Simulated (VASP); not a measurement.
# AlN (P6_3/mmc) in VASP: further runs, part 3 of 3

VASP 6.6.1. The steps go on from the part before.

### 6 Single point, PBEsol

This run uses another cell than the first one, of 9.79 Å³/atom, 0.985 times its volume.

INCAR

```
PREC = Accurate
ENCUT = 520
EDIFF = 1E-6
ISMEAR = 0
SIGMA = 0.05
LREAL = False
LASPH = True
NELM = 80
ALGO = Normal
ISIF = 2
LWAVE = False
LCHARG = True
GGA = PS
LELF = True
LVHAR = True
NBANDS = 16
```

KPOINTS

```
Automatic mesh
0
Gamma
  9 9 6
```

POSCAR

```
AlN
1.0
    3.3212000000      0.0000000000      0.0000000000
   -1.6606000000      2.8762435710      0.0000000000
    0.0000000000      0.0000000000      4.0986000000
Al N
2 2
Direct
    0.3333333333      0.6666666667      0.7500000000
    0.6666666667      0.3333333333      0.2500000000
    0.3333333333      0.6666666667      0.2500000000
    0.6666666667      0.3333333333      0.7500000000
```

Potentials or basis: VASP PAW PBE potentials, release 64 (Al, N).

Started as:

```bash
$ cat potpaw_PBE.64/Al/POTCAR potpaw_PBE.64/N/POTCAR > POTCAR
$ mpirun -np 1 vasp_std > vasp.out
```

OUTCAR:

```text
PREC = Accurate
   ENCUT = 520
   EDIFF = 1E-6
   ISMEAR = 0
   LREAL = False
   LASPH = True
   NELM = 80
   ISIF = 2
   GGA = PS

 ion  position               nearest neighbor table
   1  0.333  0.667  0.750-   4 1.92   4 1.92   4 1.92   3 2.05   3 2.05   2 2.81   2 2.81   2 2.81
                             2 2.81   2 2.81   2 2.81
   2  0.667  0.333  0.250-   3 1.92   3 1.92   3 1.92   4 2.05   4 2.05   1 2.81   1 2.81   1 2.81
                             1 2.81   1 2.81   1 2.81
   3  0.333  0.667  0.250-   2 1.92   2 1.92   2 1.92   1 2.05   1 2.05
   4  0.667  0.333  0.750-   1 1.92   1 1.92   1 1.92   2 2.05   2 2.05

  LATTYP: Found a hexagonal cell.
 ALAT       =     3.3212000000
 C/A-ratio  =     1.2340720222

  Lattice vectors:

 A1 = (   3.3212000000,   0.0000000000,   0.0000000000)
 A2 = (  -1.6606000000,   2.8762435710,   0.0000000000)
 A3 = (   0.0000000000,   0.0000000000,   4.0986000000)

Analysis of symmetry for initial positions (statically):
=====================================================================
 Subroutine PRICEL returns:
 Original cell was already a primitive cell.

 Routine SETGRP: Setting up the symmetry group for a
 hexagonal supercell.

 Subroutine GETGRP returns: Found 24 space group operations
 (whereof 12 operations were pure point group operations)
 out of a pool of 24 trial point group operations.

The static configuration has the point symmetry D_3d.
 The point group associated with its full space group is D_6h.

Analysis of symmetry for dynamics (positions and initial velocities):
=====================================================================
 Subroutine PRICEL returns:
 Original cell was already a primitive cell.

 Routine SETGRP: Setting up the symmetry group for a
 hexagonal supercell.

 Subroutine GETGRP returns: Found 24 space group operations
 (whereof 12 operations were pure point group operations)
[... 127 lines left out ...]
     AMIX_MAG =   1.60;   BMIX_MAG =  1.00
  volume/ion in A,a.u.               =       9.79        66.05
  Fermi-wavevector in a.u.,A,eV,Ry     =   1.214869  2.295769 20.080926  1.475906
  Thomas-Fermi vector in A             =   2.350275
   LORBIT       =      0    0 simple, 1 ext, 2 COOP (PROOUT), +10 PAW based schemes
   GGA     = PS    functional components
   LHFCALC =     F    Hartree Fock is set to
   AEXX    =    0.0000 exact exchange contribution
   IVDW    =     0    specifies the selected vdW correction
   LEPSILON=     F    determine dielectric tensor
   LRPA    =     F    only Hartree local field effects (RPA)
 non-spin polarized calculation
 Gauss-broadening in eV      SIGMA  =   0.05
  energy-cutoff  :      520.00
  volume of cell :       39.15
 maximum number of plane-waves:      1064
 NGX is ok and might be reduce to    28
   NGX = 13   NGY = 13   NGZ = 15

 number of electron      16.0000002 magnetization

 Free energy of the ion-electron system (eV)
  ---------------------------------------------------
  ext. energy  EPLUGINS =         0.00000000
  ---------------------------------------------------
  free energy    TOTEN  =       -30.94128167 eV

  energy without entropy =      -30.94128167  energy(sigma->0) =      -30.94128167

 E-fermi :   8.1458     XC(G=0): -11.4200

 val. band max:        7.9342998165   @ k =   0.0000   0.0000   0.0000
 cond. band min:      11.3029800522   @ k =   0.0000   0.0000   0.0000
 fundamental gap:      3.3686802357
 Fermi energy:         8.1457616997

 k-point     1 :       0.0000    0.0000    0.0000
  band No.  band energies     occupation
      1      -8.8698      2.00000
      2      -4.9889      2.00000
      3       1.0627      2.00000
      4       4.6254      2.00000
      5       4.6254      2.00000
      6       6.4335      2.00000
[... 433 lines left out ...]
      3       1.3454      2.00000
      4       2.4003      2.00000
      5       2.4003      2.00000
      6       5.1058      2.00000
[... 8 lines left out ...]
     15      19.2878      0.00000
     16      21.2410      0.00000

 [... further k-points ...]

------------------------ aborting loop because EDIFF is reached ----------------------------------------

  FORCE on cell =-STRESS in cart. coord.  units (eV):
  Direction    XX          YY          ZZ          XY          YZ          ZX
  --------------------------------------------------------------------------------------
  -------------------------------------------------------------------------------------
  Total       -0.4424946     -0.4424946      0.3891227      0.0000000      0.0000000      0.0000000
  in kB      -18.1076580    -18.1076580     15.9235881      0.0000000      0.0000000      0.0000000
  external PRESSURE =      -6.7639093 kB  Pullay stress =       0.0000000 kB

 VOLUME and BASIS-vectors are now :
 -----------------------------------------------------------------------------
  energy-cutoff  :      520.00
  volume of cell :       39.15
      direct lattice vectors                 reciprocal lattice vectors
     3.321200000  0.000000000  0.000000000     0.301095989  0.173837851  0.000000000
    -1.660600000  2.876243571  0.000000000     0.000000000  0.347675701  0.000000000
     0.000000000  0.000000000  4.098600000     0.000000000  0.000000000  0.243985751

 POSITION                                       TOTAL-FORCE (eV/Angst)
 -----------------------------------------------------------------------------------
     -0.00000      1.91750      3.07395        -0.000000      0.000000      0.000000
      1.66060      0.95875      1.02465         0.000000      0.000000      0.000000
     -0.00000      1.91750      1.02465         0.000000      0.000000      0.000000
      1.66060      0.95875      3.07395        -0.000000     -0.000000      0.000000
 -----------------------------------------------------------------------------------
    total drift:                               -0.000000      0.000000      0.000000

  FREE ENERGIE OF THE ION-ELECTRON SYSTEM (eV)
  ---------------------------------------------------
  free  energy   TOTEN  =       -30.9412816684 eV

  energy  without entropy=      -30.9412816684  energy(sigma->0) =      -30.94128167
```

Wall time 45 s (1 thread of Intel Xeon Platinum 8259CL at 2.50GHz (Skylake/Cascade Lake), shared host); peak memory 0.16 GiB.

Results:

```yaml
Free_energy: -30.9413 eV
Pressure: -0.7 GPa
Band_gap_on_the_k_mesh: 3.37 eV, direct
```

Levels at points of the mesh, in eV from the valence-band top:
```csv
k point,band 6,band 7,band 8,band 9,band 10,band 11
"(0.00, 0.00, 0.00)",-1.50,-1.50,0.00,3.37,4.47,8.19
"(0.00, 0.00, 0.50)",-2.45,-2.45,-2.45,5.74,5.74,8.32
```

Caveat: the PAW data sets were made with another functional, which shifts forces and pressure a little.

### 7 Summary

```tsv
cell	gap on the mesh (eV)	pressure (GPa)
a = 3.282, b = 3.282, c = 4.264 Å, angles 90.0, 90.0, 120.0°, 4 atoms	3.12	-2.4
a = 3.361, b = 3.361, c = 4.099 Å, angles 90.0, 90.0, 120.0°, 4 atoms	3.23	-5.6
a = 3.361, b = 3.361, c = 3.933 Å, angles 90.0, 90.0, 120.0°, 4 atoms	3.63	3.7
a = 3.282, b = 3.282, c = 4.181 Å, angles 90.0, 90.0, 120.0°, 4 atoms	3.32	0.9
a = 3.321, b = 3.321, c = 4.099 Å, angles 90.0, 90.0, 120.0°, 4 atoms	3.37	-0.7
```

Alike in all rows: task single point; level PBEsol; potentials or basis VASP PAW PBE potentials, release 64 (Al, N); no spin polarisation; k mesh 9 × 9 × 6; cutoff (eV) 520; smearing gaussian 0.05 eV.

Caveats: the PAW data sets were made with another functional, which shifts forces and pressure a little.

Absolute energies hang on the potentials; compare differences alone.
